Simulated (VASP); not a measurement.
# GaSb (I-4m2) in VASP: notebook

The runs below take GaSb through single point, with PBEsol.

All numbers are computed with VASP 6.6.1; they aren't measurements. Logs are shortened: lines on timing, memory, paths and dates and some standing lists are left out, and cuts for length are marked.

## (1) The cell of the first run

It takes space group I-4m2 (No. 119, tetragonal). The conventional cell has a = 4.856 Å, b = 4.856 Å, c = 4.855 Å, α = 90.00°, β = 90.00°, γ = 90.00°. Ga (site symmetry -4m2) has 4 Sb at 2.71 Å within 3.6 Å. Sb (site symmetry -4m2) has 4 Ga at 2.71 Å within 3.6 Å.

## (2) Single point, PBEsol

Contents of INCAR:

```
ALGO = Normal
EDIFF = 1E-6
ENCUT = 520
GGA = PS
ISIF = 2
ISMEAR = 0
LASPH = True
LCHARG = False
LREAL = False
LWAVE = False
NBANDS = 16
NELM = 80
PREC = Accurate
SIGMA = 0.15
```

Contents of KPOINTS:

```
k-points
0
Gamma
  16 16 16
```

Contents of POSCAR:

```
GaSb
1.0
    0.0000000000      3.4337842613      2.4276854728
    3.4337842613      0.0000000000      2.4276854728
    3.4337842613      3.4337842613      0.0000000000
Ga Sb
1 1
Direct
    0.0000000000      0.0000000000      0.0000000000
    0.7500000000      0.7500000000      0.7500000000
```

Potentials or basis: VASP PAW PBE potentials, release 64 (Ga_d, Sb).

Started as:

```bash
$ cat potpaw_PBE.64/Ga_d/POTCAR potpaw_PBE.64/Sb/POTCAR > POTCAR
$ mpirun -np 1 vasp_std > vasp.out
```

OUTCAR:

```text
EDIFF = 1E-6
   ENCUT = 520
   GGA = PS
   ISIF = 2
   ISMEAR = 0
   LASPH = True
   LREAL = False
   NELM = 80
   PREC = Accurate

 ion  position               nearest neighbor table
   1  0.000  0.000  0.000-   2 2.71   2 2.71   2 2.71   2 2.71
   2  0.750  0.750  0.750-   1 2.71   1 2.71   1 2.71   1 2.71

  LATTYP: Found a body centered tetragonal cell.
 ALAT       =     4.8561042726
 C/A-ratio  =     0.9998489886

  Lattice vectors:

 A1 = (   0.0000000000,  -3.4337842613,  -2.4276854728)
 A2 = (   0.0000000000,   3.4337842613,  -2.4276854728)
 A3 = (   3.4337842613,   0.0000000000,   2.4276854728)

Analysis of symmetry for initial positions (statically):
=====================================================================
 Subroutine PRICEL returns:
 Original cell was already a primitive cell.

 Routine SETGRP: Setting up the symmetry group for a
 body centered tetragonal supercell.

 Subroutine GETGRP returns: Found  8 space group operations
 (whereof  8 operations were pure point group operations)
 out of a pool of 16 trial point group operations.

The static configuration has the point symmetry D_2d.

Analysis of symmetry for dynamics (positions and initial velocities):
=====================================================================
 Subroutine PRICEL returns:
 Original cell was already a primitive cell.

 Routine SETGRP: Setting up the symmetry group for a
 body centered tetragonal supercell.

 Subroutine GETGRP returns: Found  8 space group operations
 (whereof  8 operations were pure point group operations)
 out of a pool of 16 trial point group operations.

The dynamic configuration has the point symmetry D_2d.

 Subroutine INISYM returns: Found  8 space group operations
 (whereof  8 operations are pure point group operations),
 and found     1 'primitive' translations

----------------------------------------------------------------------------------------

                                     Primitive cell

  volume of cell :      57.2491

  direct lattice vectors                    reciprocal lattice vectors
     0.000000000  3.433784261  2.427685473    -0.145611944  0.145611944  0.205957487
     3.433784261  0.000000000  2.427685473     0.145611944 -0.145611944  0.205957487
     3.433784261  3.433784261  0.000000000     0.145611944  0.145611944 -0.205957487

  length of vectors
     4.205297981  4.205297981  4.856104273     0.291245880  0.291245880  0.291245880

  position of ions in fractional coordinates (direct lattice)
     0.000000000  0.000000000  0.000000000
     0.750000000  0.750000000  0.750000000

  ion indices of the primitive-cell ions
   primitive index   ion index
                 1           1
                 2           2

----------------------------------------------------------------------------------------

 KPOINTS: k-points

Automatic generation of k-mesh.
 Grid dimensions read from file:
 generate k-points for:   16   16   16

 Generating k-lattice:

  Cartesian coordinates                     Fractional coordinates (reciprocal lattice)
    -0.009100746  0.009100746  0.012872343     0.062500000  0.000000000  0.000000000
     0.009100746 -0.009100746  0.012872343     0.000000000  0.062500000  0.000000000
     0.009100746  0.009100746 -0.012872343     0.000000000  0.000000000  0.062500000

  Length of vectors
     0.018202868  0.018202868  0.018202868

  Shift w.r.t. Gamma in fractional coordinates (k-lattice)
     0.000000000  0.000000000  0.000000000

 Subroutine IBZKPT returns following result:
 ===========================================

 Found    349 irreducible k-points:

 Following reciprocal coordinates:
            Coordinates               Weight
  0.000000  0.000000  0.000000      1.000000
  0.062500  0.000000  0.000000      8.000000
  0.125000  0.000000  0.000000      8.000000
  0.187500  0.000000  0.000000      8.000000
  0.250000  0.000000  0.000000      8.000000
  0.312500 -0.000000  0.000000      8.000000
[... 16 lines left out ...]
 -0.125000  0.062500  0.000000      8.000000
 -0.062500  0.062500  0.000000      4.000000
 [... further k-points ...]
   k-points           NKPTS =    349   k-points in BZ     NKDIM =    349   number of bands    NBANDS=     16
   number of dos      NEDOS =    301   number of ions     NIONS =      2
   total plane-waves  NPLWV =  36864
   dimension x,y,z NGX =    32 NGY =   32 NGZ =   36
   dimension x,y,z NGXF=    64 NGYF=   64 NGZF=   72
   ions per type =               1   1
   NGX,Y,Z   is equivalent  to a cutoff of  12.65, 12.65, 12.32 a.u.
   NGXF,Y,Z  is equivalent  to a cutoff of  25.30, 25.30, 24.65 a.u.
 SYSTEM =  unknown system
   PREC   = accura    normal or accurate (medium, high low for compatibility)
   ISTART =      0    job   : 0-new  1-cont  2-samecut
   ICHARG =      2    charge: 1-file 2-atom 10-const
   ISPIN  =      1    spin polarized calculation?
   LNONCOLLINEAR =      F non collinear calculations
   LSORBIT =      F    spin-orbit coupling
   LASPH  =      T    aspherical Exc in radial PAW
   ENCUT  =  520.0 eV  38.22 Ry    6.18 a.u.   7.82  7.82  9.03*2*pi/ulx,y,z
   NELM   =     80;   NELMIN=  2; NELMDL= -5     # of ELM steps
   EDIFF  = 0.1E-05   stopping-criterion for ELM
   LREAL  =      F    real-space projection
   EDIFFG = 0.1E-04   stopping-criterion for IOM
   NSW    =      0    number of steps for IOM
   IBRION =     -1    ionic relax: 0-MD 1-quasi-New 2-CG
   NFREE  =      0    steps in history (QN), initial steepest desc. (CG)
   ISIF   =      2    stress and relaxation
   ISYM   =      2    0-nonsym 1-usesym 2-fastsym
   POTIM  = 0.5000    time-step for ionic-motion
   TEBEG  =    0.0;   TEEND  =   0.0 temperature during run
   PSTRESS=    0.0 pullay stress
   NELECT =      18.0000    total number of electrons
   NUPDOWN=      -1.0000    fix difference up-down
   EMIN   =  10.00;   EMAX   =-10.00  energy-range for DOS
   EFERMI =   0.00;   METHOD = LEGACY
   ISMEAR =     0;   SIGMA  =   0.15  broadening in eV -4-tet -1-fermi 0-gaus
   EFERMI_NEDOS =   21; number of points for ismear=-14 and -15
   IALGO  =     38    algorithm
   IMIX   =      4    mixing-type and parameters
     AMIX     =   0.40;   BMIX     =  1.00
     AMIX_MAG =   1.60;   BMIX_MAG =  1.00
  volume/ion in A,a.u.               =      28.62       193.17
  Fermi-wavevector in a.u.,A,eV,Ry     =   1.113208  2.103657 16.860766  1.239231
  Thomas-Fermi vector in A             =   2.249790
   LORBIT       =      0    0 simple, 1 ext, 2 COOP (PROOUT), +10 PAW based schemes
   GGA     = PS    functional components
   LHFCALC =     F    Hartree Fock is set to
   AEXX    =    0.0000 exact exchange contribution
   IVDW    =     0    specifies the selected vdW correction
   LEPSILON=     F    determine dielectric tensor
   LRPA    =     F    only Hartree local field effects (RPA)
 non-spin polarized calculation
 Gauss-broadening in eV      SIGMA  =   0.15
  energy-cutoff  :      520.00
  volume of cell :       57.25
 maximum number of plane-waves:      1568
   NGX = 15   NGY = 15   NGZ = 17

 number of electron      18.0000006 magnetization

 Free energy of the ion-electron system (eV)
  ---------------------------------------------------
  ext. energy  EPLUGINS =         0.00000000
  ---------------------------------------------------
  free energy    TOTEN  =        -7.82345784 eV

  energy without entropy =       -7.81830568  energy(sigma->0) =       -7.82088176

 E-fermi :   4.6144     XC(G=0):  -9.3852

 val. band max:        4.6118722343   @ k =   0.2500   0.0000   0.0625
 cond. band min:       4.6336046881   @ k =   0.2500   0.0625   0.1250
 fundamental gap:      0.0217324538
 Fermi energy:         4.6143561137

 k-point     1 :       0.0000    0.0000    0.0000
  band No.  band energies     occupation
      1     -10.2795      2.00000
      2     -10.2795      2.00000
      3     -10.2612      2.00000
      4     -10.2463      2.00000
      5     -10.2146      2.00000
      6      -6.5986      2.00000
[... 8 lines left out ...]
     15      10.8186      0.00000
     16      12.5618      0.00000

 k-point     2 :       0.0625    0.0000    0.0000
  band No.  band energies     occupation
      1     -10.2797      2.00000
      2     -10.2791      2.00000
      3     -10.2611      2.00000
      4     -10.2468      2.00000
      5     -10.2144      2.00000
      6      -6.5570      2.00000
[... 8 lines left out ...]
     15      11.0333      0.00000
     16      12.2169      0.00000

 k-point     3 :       0.1250    0.0000    0.0000
  band No.  band energies     occupation
      1     -10.2806      2.00000
      2     -10.2782      2.00000
      3     -10.2607      2.00000
      4     -10.2480      2.00000
      5     -10.2137      2.00000
      6      -6.4334      2.00000
[... 8 lines left out ...]
     15      11.4166      0.00000
     16      12.2959      0.00000

 k-point     4 :       0.1875    0.0000    0.0000
  band No.  band energies     occupation
      1     -10.2823      2.00000
      2     -10.2769      2.00000
      3     -10.2601      2.00000
      4     -10.2494      2.00000
      5     -10.2126      2.00000
      6      -6.2321      2.00000
[... 8 lines left out ...]
     15      11.5075      0.00000
     16      13.0397      0.00000
[... 324 lines left out ...]
 k-point    22 :      -0.1875    0.0625    0.0000
  band No.  band energies     occupation
      1     -10.2840      2.00000
      2     -10.2761      2.00000
      3     -10.2595      2.00000
      4     -10.2472      2.00000
      5     -10.2128      2.00000
      6      -6.1760      2.00000
[... 8 lines left out ...]
     15      11.3052      0.00000
     16      12.8435      0.00000

 k-point    23 :      -0.1250    0.0625    0.0000
  band No.  band energies     occupation
      1     -10.2821      2.00000
      2     -10.2776      2.00000
      3     -10.2599      2.00000
      4     -10.2464      2.00000
      5     -10.2138      2.00000
      6      -6.3820      2.00000
[... 8 lines left out ...]
     15      11.2694      0.00000
     16      12.0105      0.00000

 k-point    24 :      -0.0625    0.0625    0.0000
  band No.  band energies     occupation
      1     -10.2808      2.00000
      2     -10.2787      2.00000
      3     -10.2604      2.00000
      4     -10.2461      2.00000
      5     -10.2143      2.00000
      6      -6.5105      2.00000
[... 8 lines left out ...]
     15      11.2398      0.00000
     16      11.6732      0.00000

 [... further k-points ...]

------------------------ aborting loop because EDIFF is reached ----------------------------------------

  FORCE on cell =-STRESS in cart. coord.  units (eV):
  Direction    XX          YY          ZZ          XY          YZ          ZX
  --------------------------------------------------------------------------------------
  -------------------------------------------------------------------------------------
  Total       -1.3415563     -1.3415563      0.4949453      0.0000000      0.0000000      0.0000000
  in kB      -37.5449102    -37.5449102     13.8515810      0.0000000      0.0000000      0.0000000
  external PRESSURE =     -20.4127465 kB  Pullay stress =       0.0000000 kB

 VOLUME and BASIS-vectors are now :
 -----------------------------------------------------------------------------
  energy-cutoff  :      520.00
  volume of cell :       57.25
      direct lattice vectors                 reciprocal lattice vectors
     0.000000000  3.433784261  2.427685473    -0.145611944  0.145611944  0.205957487
     3.433784261  0.000000000  2.427685473     0.145611944 -0.145611944  0.205957487
     3.433784261  3.433784261  0.000000000     0.145611944  0.145611944 -0.205957487

 POSITION                                       TOTAL-FORCE (eV/Angst)
 -----------------------------------------------------------------------------------
      0.00000      0.00000      0.00000         0.000000      0.000000     -0.000000
      5.15068      5.15068      3.64153        -0.000000     -0.000000      0.000000
 -----------------------------------------------------------------------------------
    total drift:                                0.000001      0.000001     -0.000001

  FREE ENERGIE OF THE ION-ELECTRON SYSTEM (eV)
  ---------------------------------------------------
  free  energy   TOTEN  =        -7.8234578380 eV

  energy  without entropy=       -7.8183056798  energy(sigma->0) =       -7.82088176
```

Run time: 4.3 min. Hardware: 1 thread of Intel Xeon Platinum 8259CL at 2.50GHz (Skylake/Cascade Lake), shared host; peak memory 0.45 GiB.

What came out:

| Quantity | Value |
| --- | --- |
| Free energy | -7.8235 eV |
| Pressure | -2.0 GPa |
| Band gap on the k mesh | zero (bands 9 and 10 overlap by 1.36 eV) |

Caveat: the PAW data sets were made with another functional, which shifts forces and pressure a little; spin-orbit coupling is left out, which moves the levels of the heavy elements.

## (3) Single point, PBEsol

This run uses another cell than the first one, of the same volume but with other edges.

Contents of INCAR:

```
ALGO = Normal ; EDIFF = 1E-6
ENCUT = 520 ; GGA = PS
ISIF = 2 ; ISMEAR = 0
LASPH = True ; LCHARG = False
LREAL = False ; LWAVE = False
NBANDS = 16 ; NELM = 80
PREC = Accurate ; SIGMA = 0.15
```

KPOINTS is that of step 2.

Contents of POSCAR:

```
GaSb
1.0
    0.0000000000      2.7253963743      3.8537104733
    2.7253963743      0.0000000000      3.8537104733
    2.7253963743      2.7253963743      0.0000000000
Ga Sb
1 1
Direct
    0.0000000000      0.0000000000      0.0000000000
    0.7500000000      0.7500000000      0.7500000000
```

Potentials or basis: VASP PAW PBE potentials, release 64 (Ga_d, Sb).

Started as:

```bash
$ cat potpaw_PBE.64/Ga_d/POTCAR potpaw_PBE.64/Sb/POTCAR > POTCAR
$ mpirun -np 1 vasp_std > vasp.out
```

Wall time 5 min (1 thread of Intel Xeon Platinum 8259CL at 2.50GHz (Skylake/Cascade Lake), shared host); peak memory 0.45 GiB.

It converged, with:

* Free energy: -7.4829 eV
* Pressure: -0.3 GPa
* Band gap on the k mesh: zero (bands 9 and 10 overlap by 0.89 eV)

Stress tensor (GPa, compression positive):
```
 3.39  0.00  0.00
 0.00  3.39  0.00
 0.00  0.00 -7.73
```

Levels at points of the mesh, in eV from the Fermi level:
```csv
k point,band 6,band 7,band 8,band 9,band 10,band 11,band 12,band 13
"(0.00, 0.00, 0.00)",-11.62,-2.17,-1.56,0.66,0.66,2.85,2.85,3.70
"(0.50, 0.00, 0.00)",-9.94,-6.50,-2.71,-1.13,0.36,4.31,4.60,6.42
"(0.50, 0.50, 0.00)",-10.10,-7.86,-1.08,-1.08,2.50,2.68,7.62,7.62
"(0.50, 0.00, 0.50)",-8.71,-6.27,-3.32,-2.92,-0.18,0.36,5.58,5.68
```

Caveat: the PAW data sets were made with another functional, which shifts forces and pressure a little; spin-orbit coupling is left out, which moves the levels of the heavy elements.

## (4) Single point, PBEsol

This run uses another cell than the first one, of the same volume but with other edges.

Contents of INCAR:

```
SYSTEM = GaSb
PREC = Accurate
ENCUT = 520
EDIFF = 1E-6
ISMEAR = 0
SIGMA = 0.15
LREAL = .False.
LASPH = .True.
NELM = 80
ALGO = Normal
ISIF = 2
LWAVE = .False.
LCHARG = .False.
GGA = PS
NBANDS = 16
```

Contents of KPOINTS:

```
regular mesh
0
Gamma
  16 16 16
  0 0 0
```

Contents of POSCAR:

```
GaSb
1.0
    0.0000000000      3.2292859403      2.7448930492
    3.2292859403      0.0000000000      2.7448930492
    3.2292859403      3.2292859403      0.0000000000
Ga Sb
1 1
Direct
    0.0000000000      0.0000000000      0.0000000000
    0.7500000000      0.7500000000      0.7500000000
```

Started as:

```bash
$ cat potpaw_PBE.64/Ga_d/POTCAR potpaw_PBE.64/Sb/POTCAR > POTCAR
$ mpirun -np 1 vasp_std > vasp.out
```

Run time: 4.1 min. Hardware: 1 thread of Intel Xeon Platinum 8259CL at 2.50GHz (Skylake/Cascade Lake), shared host; peak memory 0.45 GiB.

Results (log left out):

| Item | Value |
| --- | --- |
| Free energy | -8.0480 eV |
| Pressure | -0.4 GPa |
| Band gap on the k mesh | zero (bands 9 and 10 overlap by 0.30 eV) |

Stress tensor (GPa, compression positive):
```
-1.99  0.00  0.00
 0.00 -1.99  0.00
 0.00  0.00  2.72
```

Levels at points of the mesh, in eV from the Fermi level:
| k point | band 7 | band 8 | band 9 | band 10 | band 11 | band 12 |
| --- | --- | --- | --- | --- | --- | --- |
| (0.00, 0.00, 0.00) | -0.36 | -0.36 | -0.26 | 0.38 | 2.51 | 2.96 |
| (0.50, 0.00, 0.00) | -6.45 | -1.77 | -0.75 | -0.01 | 3.19 | 4.36 |
| (0.50, 0.50, 0.00) | -6.39 | -3.25 | -3.25 | 0.01 | 0.53 | 8.58 |
| (0.50, 0.00, 0.50) | -7.12 | -2.32 | -2.19 | 1.20 | 1.44 | 7.54 |

Caveat: semilocal functionals underestimate gaps, so a narrow gap can read as zero; the PAW data sets were made with another functional, which shifts forces and pressure a little; spin-orbit coupling is left out, which moves the levels of the heavy elements.

## (5) Overview

```csv
cell,gap on the mesh (eV),pressure (GPa)
"a = 4.205, b = 4.205, c = 4.856 Å, angles 54.7, 54.7, 70.5°, 2 atoms",none,-2.0
"a = 4.720, b = 4.720, c = 3.854 Å, angles 65.9, 65.9, 48.2°, 2 atoms",none,-0.3
"a = 4.238, b = 4.238, c = 4.567 Å, angles 57.4, 57.4, 65.2°, 2 atoms",none,-0.4
```

Alike in all rows: task single point; level PBEsol; potentials or basis VASP PAW PBE potentials, release 64 (Ga_d, Sb); no spin polarisation; k mesh 16 × 16 × 16; cutoff (eV) 520; smearing gaussian 0.15 eV.

Caveats: the PAW data sets were made with another functional, which shifts forces and pressure a little; spin-orbit coupling is left out, which moves the levels of the heavy elements; semilocal functionals underestimate gaps, so a narrow gap can read as zero (at least some runs).

Total energies depend on the potentials used, so only differences within one code and one set of settings carry meaning.
